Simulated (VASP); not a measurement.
# Co (P6_3/mmc) in VASP: notebook

Co is run at these levels: PBEsol; tasks: single point.

Program: VASP 6.6.1. These are calculated values, not measurements. Logs are shortened: lines on timing, memory, paths and dates and some standing lists are left out, and cuts for length are marked.

### 1 The cell of the first run

The structure is hexagonal, space group P6_3/mmc (No. 194). The conventional cell has a = 2.431 Å, b = 2.431 Å, c = 7.881 Å, α = 90.00°, β = 90.00°, γ = 120.00°. Co (site symmetry -3m) has 12 Co at 2.42 to 2.43 Å within 3.2 Å. Within 3.2 Å of Co (site symmetry -6m2) lie 12 Co at 2.42 to 2.43 Å.

### 2 Single point, PBEsol, collinear spin, ferromagnetic start (10.08 Å³/atom)

Contents of INCAR:

```
PREC     = Accurate       # precision mode
ENCUT    = 520            # plane-wave cutoff, eV
EDIFF    = 1E-7           # SCF threshold, eV
ISMEAR   = 0              # smearing method
SIGMA    = 0.1            # smearing width, eV
LREAL    = F              # projectors in reciprocal space
LASPH    = T              # aspherical terms in the spheres
NELM     = 150            # most SCF steps
ALGO     = Normal         # electronic algorithm
ISIF     = 2              # what is computed and relaxed
LWAVE    = F              # write WAVECAR
LCHARG   = F              # write CHGCAR
ISPIN    = 2              # spin polarisation
MAGMOM   = 1.81 1.83 1.81 1.83 # initial moments
LORBIT   = 11             # projections on sites
LMAXMIX  = 4              # l up to which the mixer works
GGA      = PS             # functional
NBANDS   = 30             # bands
```

Contents of KPOINTS:

```
regular mesh
0
Gamma
  18 18 6
```

Contents of POSCAR:

```
Co
1.0
    2.4309945824      0.0000000000      0.0000000000
   -1.2154972912      2.1053030648      0.0000000000
    0.0000000000      0.0000000000      7.8805861742
Co
4
Direct
    0.0000000000      0.0000000000      0.0000000000
    0.3333333333      0.6666666667      0.2500000000
    0.0000000000      0.0000000000      0.5000000000
    0.6666666667      0.3333333333      0.7500000000
```

Potentials or basis: VASP PAW PBE potentials, release 64 (Co).

Started as:

```bash
> cat potpaw_PBE.64/Co/POTCAR > POTCAR
> mpirun -np 1 vasp_std > vasp.out
```

OUTCAR:

```text
PREC = Accurate
   ENCUT = 520
   EDIFF = 1E-7
   ISMEAR = 0
   LREAL = F
   LASPH = T
   NELM = 150
   ISIF = 2
   ISPIN = 2
   LORBIT = 11
   GGA = PS

 ion  position               nearest neighbor table
   1  0.000  0.000  0.000-   2 2.42   4 2.42   2 2.42   4 2.42   4 2.42   2 2.42
   2  0.333  0.667  0.250-   1 2.42   3 2.42   1 2.42   3 2.42   1 2.42   3 2.42
   3  0.000  0.000  0.500-   2 2.42   4 2.42   2 2.42   4 2.42   4 2.42   2 2.42
   4  0.667  0.333  0.750-   1 2.42   3 2.42   1 2.42   3 2.42   1 2.42   3 2.42

  LATTYP: Found a hexagonal cell.
 ALAT       =     2.4309945824
 C/A-ratio  =     3.2417127670

  Lattice vectors:

 A1 = (   2.4309945824,   0.0000000000,   0.0000000000)
 A2 = (  -1.2154972912,   2.1053030648,   0.0000000000)
 A3 = (   0.0000000000,   0.0000000000,   7.8805861742)

Analysis of symmetry for initial positions (statically):
=====================================================================
 Subroutine PRICEL returns:
 Original cell was already a primitive cell.

 Routine SETGRP: Setting up the symmetry group for a
 hexagonal supercell.

 Subroutine GETGRP returns: Found 24 space group operations
 (whereof 12 operations were pure point group operations)
 out of a pool of 24 trial point group operations.

The static configuration has the point symmetry D_3d.
 The point group associated with its full space group is D_6h.

Analysis of symmetry for dynamics (positions and initial velocities):
=====================================================================
 Subroutine PRICEL returns:
 Original cell was already a primitive cell.

 Routine SETGRP: Setting up the symmetry group for a
 hexagonal supercell.

 Subroutine GETGRP returns: Found 24 space group operations
 (whereof 12 operations were pure point group operations)
 out of a pool of 24 trial point group operations.

The dynamic configuration has the point symmetry D_3d.
 The point group associated with its full space group is D_6h.

Analysis of structural, dynamic, and magnetic symmetry:
=====================================================================
 Subroutine PRICEL returns:
 Original cell was already a primitive cell.

 Routine SETGRP: Setting up the symmetry group for a
 hexagonal supercell.

 Subroutine GETGRP returns: Found 24 space group operations
 (whereof 12 operations were pure point group operations)
 out of a pool of 24 trial point group operations.

The overall configuration has the point symmetry D_3d.
 The point group associated with its full space group is D_6h.

 Subroutine INISYM returns: Found 24 space group operations
 (whereof 12 operations are pure point group operations),
 and found     1 'primitive' translations

----------------------------------------------------------------------------------------

                                     Primitive cell

  volume of cell :      40.3327

  direct lattice vectors                    reciprocal lattice vectors
     2.430994582  0.000000000  0.000000000     0.411354269  0.237495498  0.000000000
    -1.215497291  2.105303065  0.000000000     0.000000000  0.474990996  0.000000000
     0.000000000  0.000000000  7.880586174     0.000000000  0.000000000  0.126894114

  length of vectors
     2.430994582  2.430994582  7.880586174     0.474990996  0.474990996  0.126894114

  position of ions in fractional coordinates (direct lattice)
     0.000000000  0.000000000  0.000000000
     0.333333333  0.666666667  0.250000000
     0.000000000  0.000000000  0.500000000
     0.666666667  0.333333333  0.750000000

  ion indices of the primitive-cell ions
   primitive index   ion index
                 1           1
                 2           2
                 3           3
                 4           4

----------------------------------------------------------------------------------------

 KPOINTS: regular mesh

Automatic generation of k-mesh.
 Grid dimensions read from file:
 generate k-points for:   18   18    6

 Generating k-lattice:

[... 44 lines left out ...]
   GGA     = PS    functional components
   LHFCALC =     F    Hartree Fock is set to
   AEXX    =    0.0000 exact exchange contribution
   IVDW    =     0    specifies the selected vdW correction
   LEPSILON=     F    determine dielectric tensor
   LRPA    =     F    only Hartree local field effects (RPA)
 spin polarized calculation
 Gauss-broadening in eV      SIGMA  =   0.10
  energy-cutoff  :      520.00
  volume of cell :       40.33
 maximum number of plane-waves:      1112
   NGX =  9   NGY =  9   NGZ = 29

 number of electron      35.9999966 magnetization       6.2807892

 Free energy of the ion-electron system (eV)
  ---------------------------------------------------
  ext. energy  EPLUGINS =         0.00000000
  ---------------------------------------------------
  free energy    TOTEN  =       -30.90394186 eV

  energy without entropy =      -30.88843307  energy(sigma->0) =      -30.89618747

 E-fermi :  11.2111     XC(G=0): -14.0182

 val. band max:       11.2016702677   @ k =   0.1111   0.0556   0.3333
 cond. band min:      11.2122287111   @ k =   0.2222   0.2222   0.3333
 fundamental gap:      0.0105584433
 Fermi energy:        11.2110608924

 spin component 1

 k-point     1 :       0.0000    0.0000    0.0000
  band No.  band energies     occupation
      1       1.7276      1.00000
      2       4.0650      1.00000
      3       4.0858      1.00000
      4       5.6507      1.00000
      5       8.0609      1.00000
      6       8.0932      1.00000
[... 781 lines left out ...]
     29      24.3171      0.00000
     30      25.2514      0.00000

 [... further k-points ...]

 spin component 2

 k-point     1 :       0.0000    0.0000    0.0000
  band No.  band energies     occupation
      1       1.8135      1.00000
      2       4.2316      1.00000
      3       4.2360      1.00000
      4       6.5691      1.00000
      5       9.3581      1.00000
      6       9.4106      1.00000
[... 781 lines left out ...]
     29      24.6946      0.00000
     30      25.7920      0.00000

 [... further k-points ...]

------------------------ aborting loop because EDIFF is reached ----------------------------------------

  FORCE on cell =-STRESS in cart. coord.  units (eV):
  Direction    XX          YY          ZZ          XY          YZ          ZX
  --------------------------------------------------------------------------------------
  -------------------------------------------------------------------------------------
  Total        1.7570253      1.7570253      1.7335506      0.0000000     -0.0000000      0.0000000
  in kB       69.7961506     69.7961506     68.8636384      0.0000000     -0.0000000      0.0000000
  external PRESSURE =      69.4853132 kB  Pullay stress =       0.0000000 kB

 VOLUME and BASIS-vectors are now :
 -----------------------------------------------------------------------------
  energy-cutoff  :      520.00
  volume of cell :       40.33
      direct lattice vectors                 reciprocal lattice vectors
     2.430994582  0.000000000  0.000000000     0.411354269  0.237495498  0.000000000
    -1.215497291  2.105303065  0.000000000     0.000000000  0.474990996  0.000000000
     0.000000000  0.000000000  7.880586174     0.000000000  0.000000000  0.126894114

 POSITION                                       TOTAL-FORCE (eV/Angst)
 -----------------------------------------------------------------------------------
      0.00000      0.00000      0.00000         0.000000     -0.000000      0.000000
     -0.00000      1.40354      1.97015        -0.000000      0.000000      0.000000
      0.00000      0.00000      3.94029         0.000000     -0.000000      0.000000
      1.21550      0.70177      5.91044        -0.000000     -0.000000     -0.000000
 -----------------------------------------------------------------------------------
    total drift:                                0.000000     -0.000000      0.000000

  FREE ENERGIE OF THE ION-ELECTRON SYSTEM (eV)
  ---------------------------------------------------
  free  energy   TOTEN  =       -30.9039418635 eV

  energy  without entropy=      -30.8884330725  energy(sigma->0) =      -30.89618747

 total charge

# of ion       s       p       d       tot
------------------------------------------
    1        0.522   0.591   7.313   8.427
    2        0.522   0.594   7.306   8.422
    3        0.522   0.591   7.313   8.427
    4        0.522   0.594   7.306   8.422
--------------------------------------------------
tot          2.089   2.371  29.238  33.698

 magnetization (x)

# of ion       s       p       d       tot
------------------------------------------
    1       -0.014  -0.048   1.624   1.562
    2       -0.014  -0.050   1.644   1.580
    3       -0.014  -0.048   1.624   1.562
    4       -0.014  -0.050   1.644   1.580
--------------------------------------------------
tot         -0.058  -0.195   6.536   6.284
```

It took 5.9 min on 1 thread of Intel Xeon Platinum 8488C (Sapphire Rapids), shared host; peak memory 0.34 GiB.

What came out:

* Free energy: -30.9039 eV
* Pressure: 6.9 GPa
* Net moment: 6.28 μB per cell
* Site moments: Co +1.56, +1.58 (each value once) μB
* Valence electrons inside the program's atomic spheres: Co 8.43, 8.42 (each value once)

Levels at points of the mesh, in eV from the Fermi level:
Spin up:
```tsv
k point	band 19	band 20	band 21	band 22	band 23	band 24
(0.00, 0.00, 0.00)	-1.44	-1.08	-1.08	-0.64	-0.64	-0.28
(0.50, 0.00, 0.00)	-0.39	-0.36	0.21	1.39	2.70	3.34
(0.00, 0.00, 0.50)	-1.60	-1.60	-0.84	-0.84	-0.84	-0.84
(0.50, 0.00, 0.50)	-0.42	-0.42	1.37	1.37	3.00	3.00
```
Spin down:
| k point | band 12 | band 13 | band 14 | band 15 | band 16 | band 17 |
| --- | --- | --- | --- | --- | --- | --- |
| (0.00, 0.00, 0.00) | -0.97 | -0.97 | -0.91 | -0.91 | -0.23 | -0.02 |
| (0.50, 0.00, 0.00) | -0.17 | -0.14 | 0.53 | 1.24 | 1.26 | 1.30 |
| (0.00, 0.00, 0.50) | -1.21 | -1.08 | -1.08 | -1.08 | -1.08 | 0.19 |
| (0.50, 0.00, 0.50) | -0.94 | -0.26 | -0.26 | 0.85 | 0.85 | 1.26 |

Caveat: the cell stands under pressure; the PAW data sets were made with another functional, which shifts forces and pressure a little.

### 3 Single point, PBEsol, collinear spin, ferromagnetic start (9.15 Å³/atom)

This run uses another cell than the first one, of 9.15 Å³/atom.

Contents of INCAR:

```
SYSTEM = Co
  PREC = Accurate
  ENCUT = 520
  EDIFF = 1E-7
  ISMEAR = 0
  SIGMA = 0.1
  LREAL = .FALSE.
  LASPH = .TRUE.
  NELM = 150
  ALGO = Normal
  ISIF = 2
  LWAVE = .FALSE.
  LCHARG = .TRUE.
  ISPIN = 2
  MAGMOM = 1.81 1.83 1.81 1.83
  LORBIT = 11
  LMAXMIX = 4
  GGA = PS
  LELF = .TRUE.
  LVHAR = .TRUE.
  NBANDS = 30
```

Contents of KPOINTS:

```
regular mesh
0
G
  18 18 6
  0 0 0
```

Contents of POSCAR:

```
Co
1.0
    2.3543882486      0.0000000000      0.0000000000
   -1.1771941243      2.0389600337      0.0000000000
    0.0000000000      0.0000000000      7.6222164864
Co
4
Direct
    0.0000000000      0.0000000000      0.0000000000
    0.3333333333      0.6666666667      0.2500000000
    0.0000000000      0.0000000000      0.5000000000
    0.6666666667      0.3333333333      0.7500000000
```

Potentials or basis: VASP PAW PBE potentials, release 64 (Co).

Started as:

```bash
> cat potpaw_PBE.64/Co/POTCAR > POTCAR
> mpirun -np 1 vasp_std > vasp.out
```

Run time: 3.9 min. Hardware: 1 thread of Intel Xeon 6975P-C (Granite Rapids), shared host; peak memory 0.32 GiB.

It converged, with:

| Quantity | Value |
| --- | --- |
| Free energy | -30.3778 eV |
| Pressure | 41.0 GPa |
| Net moment | 6.05 μB per cell |
| Site moments | Co +1.48, +1.51 (each value once) μB |
| Valence electrons inside the program's atomic spheres | Co 8.67, 8.66 (each value once) |

Stress tensor (GPa, compression positive):
```
41.09  0.00  0.00
 0.00 41.09  0.00
 0.00  0.00 40.91
```

Levels at points of the mesh, in eV from the Fermi level:
Spin up:
| k point | band 18 | band 19 | band 20 | band 21 | band 22 | band 23 | band 24 | band 25 |
| --- | --- | --- | --- | --- | --- | --- | --- | --- |
| (0.00, 0.00, 0.00) | -1.38 | -1.38 | -0.97 | -0.97 | -0.45 | -0.45 | -0.30 | 7.94 |
| (0.50, 0.00, 0.00) | -0.20 | -0.16 | -0.14 | 0.25 | 1.53 | 3.16 | 3.83 | 8.53 |
| (0.00, 0.00, 0.50) | -1.57 | -1.57 | -1.57 | -0.68 | -0.68 | -0.68 | -0.68 | 11.07 |
| (0.50, 0.00, 0.50) | -0.37 | -0.21 | -0.21 | 1.66 | 1.66 | 3.42 | 3.42 | 8.83 |
Spin down:
```csv
k point,band 11,band 12,band 13,band 14,band 15,band 16,band 17,band 18
"(0.00, 0.00, 0.00)",-1.43,-1.16,-1.16,-1.10,-1.10,-0.21,-0.09,-0.09
"(0.50, 0.00, 0.00)",-1.04,-0.26,-0.23,0.59,1.37,1.40,1.44,1.46
"(0.00, 0.00, 0.50)",-1.44,-1.44,-1.29,-1.29,-1.29,-1.29,0.16,0.16
"(0.50, 0.00, 0.50)",-1.08,-1.08,-0.31,-0.31,0.92,0.92,1.39,1.39
```

Caveat: the cell stands under pressure; the PAW data sets were made with another functional, which shifts forces and pressure a little.

### 4 Single point, PBEsol, collinear spin, ferromagnetic start (9.46 Å³/atom)

This run uses another cell than the first one, of 9.46 Å³/atom.

Contents of INCAR:

```
  PREC = Accurate
  ENCUT = 520
  EDIFF = 1E-7
  ISMEAR = 0
  SIGMA = 0.1
  LREAL = False
  LASPH = True
  NELM = 150
  ALGO = Normal
  ISIF = 2
  LWAVE = False
  LCHARG = False
  ISPIN = 2
  MAGMOM = 1.81 1.83 1.81 1.83
  LORBIT = 11
  LMAXMIX = 4
  GGA = PS
  NBANDS = 30
```

Contents of KPOINTS:

```
regular mesh
0
Gamma
  18 18 6
```

Contents of POSCAR:

```
Co
1.0
    2.3808442635      0.0000000000      0.0000000000
   -1.1904221318      2.0618716147      0.0000000000
    0.0000000000      0.0000000000      7.7078665372
Co
4
Direct
    0.0000000000      0.0000000000      0.0000000000
    0.3333333333      0.6666666667      0.2500000000
    0.0000000000      0.0000000000      0.5000000000
    0.6666666667      0.3333333333      0.7500000000
```

Started as:

```bash
> cat potpaw_PBE.64/Co/POTCAR > POTCAR
> mpirun -np 1 vasp_std > vasp.out
```

Wall time 3.8 min (1 thread of Intel Xeon 6975P-C (Granite Rapids), shared host); peak memory 0.32 GiB.

It converged, with:

```yaml
Free_energy: -30.6439 eV
Pressure: 27.7 GPa
Net_moment: 6.14 μB per cell
Site_moments: Co +1.51, +1.53 (each value once) μB
Valence_electrons_inside_the_program's_atomic_spheres: Co 8.58, 8.57 (each value once)
```

Stress tensor (GPa, compression positive):
```
27.69  0.00  0.00
 0.00 27.69  0.00
 0.00  0.00 27.61
```

Levels at points of the mesh, in eV from the Fermi level:
Spin up:
```tsv
k point	band 17	band 18	band 19	band 20	band 21	band 22	band 23	band 24	band 25	band 26
(0.00, 0.00, 0.00)	-1.80	-1.40	-1.40	-1.01	-1.01	-0.52	-0.52	-0.29	7.58	16.53
(0.50, 0.00, 0.00)	-0.38	-0.28	-0.24	-0.22	0.24	1.47	2.99	3.66	8.18	8.20
(0.00, 0.00, 0.50)	-1.58	-1.58	-1.58	-1.58	-0.74	-0.74	-0.74	-0.74	10.70	10.70
(0.50, 0.00, 0.50)	-0.44	-0.44	-0.28	-0.28	1.56	1.56	3.26	3.26	8.49	8.49
```
Spin down:
```tsv
k point	band 11	band 12	band 13	band 14	band 15	band 16	band 17	band 18
(0.00, 0.00, 0.00)	-1.35	-1.09	-1.09	-1.03	-1.03	-0.21	-0.07	-0.07
(0.50, 0.00, 0.00)	-0.98	-0.23	-0.20	0.57	1.32	1.35	1.39	1.41
(0.00, 0.00, 0.50)	-1.35	-1.35	-1.22	-1.22	-1.22	-1.22	0.17	0.17
(0.50, 0.00, 0.50)	-1.03	-1.03	-0.29	-0.29	0.90	0.90	1.35	1.35
```

Caveat: the cell stands under pressure; the PAW data sets were made with another functional, which shifts forces and pressure a little.

### 5 Single point, PBEsol, collinear spin, ferromagnetic start (biaxial strain in the a-b plane: -2.0 %)

Contents of INCAR:

```
SYSTEM = Co
PREC     = Accurate       ! precision mode
ENCUT    = 520            ! plane-wave cutoff, eV
EDIFF    = 1E-7           ! SCF threshold, eV
ISMEAR   = 0              ! smearing method
SIGMA    = 0.1            ! smearing width, eV
LREAL    = .False.        ! projectors in reciprocal space
LASPH    = .True.         ! aspherical terms in the spheres
NELM     = 150            ! most SCF steps
ALGO     = Normal         ! electronic algorithm
ISIF     = 2              ! what is computed and relaxed
LWAVE    = .False.        ! write WAVECAR
LCHARG   = .False.        ! write CHGCAR
ISPIN    = 2              ! spin polarisation
MAGMOM   = 1.83 1.83 1.83 1.83 ! initial moments
LORBIT   = 11             ! projections on sites
LMAXMIX  = 4              ! l up to which the mixer works
GGA      = PS             ! functional
NBANDS   = 30             ! bands
```

Contents of KPOINTS:

```
Automatic mesh
0
Gamma
  24 24 8
  0 0 0
```

Contents of POSCAR:

```
Co
1.0
    2.4061068491      0.0000000000      0.0000000000
   -1.2030534245      2.0837496555      0.0000000000
    0.0000000000      0.0000000000      8.0604189496
Co
4
Direct
    0.0000000000      0.0000000000      0.0000000000
    0.3333333333      0.6666666667      0.2500000000
    0.0000000000      0.0000000000      0.5000000000
    0.6666666667      0.3333333333      0.7500000000
```

Started as:

```bash
> cat potpaw_PBE.64/Co/POTCAR > POTCAR
> mpirun -np 1 vasp_std > vasp.out
```

It took 19 min on 1 thread of Oxide Virtual Turin-like, shared host; peak memory 0.51 GiB.

It converged, with:

```yaml
Free_energy: -30.8701 eV
Pressure: 6.7 GPa
Net_moment: 6.29 μB per cell
Site_moments: Co +1.56, +1.58 (each value once) μB
Valence_electrons_inside_the_program's_atomic_spheres: Co 8.42
```

Stress tensor (GPa, compression positive):
```
10.78  0.00  0.00
 0.00 10.78  0.00
 0.00  0.00 -1.37
```

Levels at points of the mesh, in eV from the Fermi level:
Spin up:
```csv
k point,band 17,band 18,band 19,band 20,band 21,band 22,band 23,band 24,band 25,band 26
"(0.00, 0.00, 0.00)",-1.74,-1.40,-1.40,-1.10,-1.10,-0.70,-0.70,-0.66,6.41,14.82
"(0.50, 0.00, 0.00)",-0.43,-0.39,-0.38,-0.35,0.29,1.42,2.76,3.41,7.62,7.64
"(0.00, 0.00, 0.50)",-1.57,-1.57,-1.57,-1.57,-0.87,-0.87,-0.87,-0.87,9.32,9.32
"(0.50, 0.00, 0.50)",-0.48,-0.48,-0.36,-0.36,1.42,1.42,3.04,3.04,7.89,7.89
```
Spin down:
```
           k point  band 11  band 12  band 13  band 14  band 15  band 16  band 17  band 18
(0.00, 0.00, 0.00)    -1.23    -0.99    -0.99    -0.92    -0.92    -0.61     0.06     0.06
(0.50, 0.00, 0.00)    -1.00    -0.09    -0.07     0.59     1.24     1.26     1.32     1.38
(0.00, 0.00, 0.50)    -1.18    -1.18    -1.04    -1.04    -1.04    -1.04     0.24     0.24
(0.50, 0.00, 0.50)    -0.88    -0.88    -0.29    -0.29     0.84     0.84     1.33     1.33
```

Caveat: the cell differs from its parent crystal (biaxial strain in the a-b plane: -2.0 %); the cell stands under pressure; the PAW data sets were made with another functional, which shifts forces and pressure a little.

### 6 Overview

| cell | k mesh | gap on the mesh (eV) | pressure (GPa) | moment (μB) |
| --- | --- | --- | --- | --- |
| a = 2.431, b = 2.431, c = 7.881 Å, angles 90.0, 90.0, 120.0°, 4 atoms | 18 × 18 × 6 | none | 6.9 | 6.28 |
| a = 2.354, b = 2.354, c = 7.622 Å, angles 90.0, 90.0, 120.0°, 4 atoms | 18 × 18 × 6 | none | 41.0 | 6.05 |
| a = 2.381, b = 2.381, c = 7.708 Å, angles 90.0, 90.0, 120.0°, 4 atoms | 18 × 18 × 6 | none | 27.7 | 6.14 |
| a = 2.406, b = 2.406, c = 8.060 Å, angles 90.0, 90.0, 120.0°, 4 atoms | 24 × 24 × 8 | none | 6.7 | 6.29 |

Alike in all rows: task single point; level PBEsol; potentials or basis VASP PAW PBE potentials, release 64 (Co); spin collinear, ferromagnetic start; cutoff (eV) 520; smearing gaussian 0.1 eV.

Caveats: the cell stands under pressure; the PAW data sets were made with another functional, which shifts forces and pressure a little.

Total energies depend on the potentials used, so only differences within one code and one set of settings carry meaning.
